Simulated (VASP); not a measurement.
The system is LiF.

```
Li F
1.0
     0.00000    2.17077    2.17077
     2.17077    0.00000    2.17077
     2.17077    2.17077    0.00000
Li F
1 1
Direct
  0.00000 0.00000 0.00000
  0.25000 0.25000 0.25000
```

This cell differs from its parent crystal: strain +1.2%.

Base run:

- Program: VASP 6.6.1
- Functional: r2SCAN
- Potentials or basis: VASP PAW PBE potentials, release 64 (Li_sv, F)
- Cutoff: 520 eV
- k mesh: 10 × 10 × 10
- Occupations: gaussian, width 0.01 eV
- Spin: no spin polarisation

Its results: band gap on the k mesh 8.56 eV, direct.

Question: The run is repeated on the same cell with these changes: functional from r2SCAN to PBE; occupations from gaussian, width 0.01 eV to fermi-dirac, width 0.02 eV. What comes out?

Answer: Band gap on the k mesh 7.72 eV, direct.

A k mesh can miss the band edges.
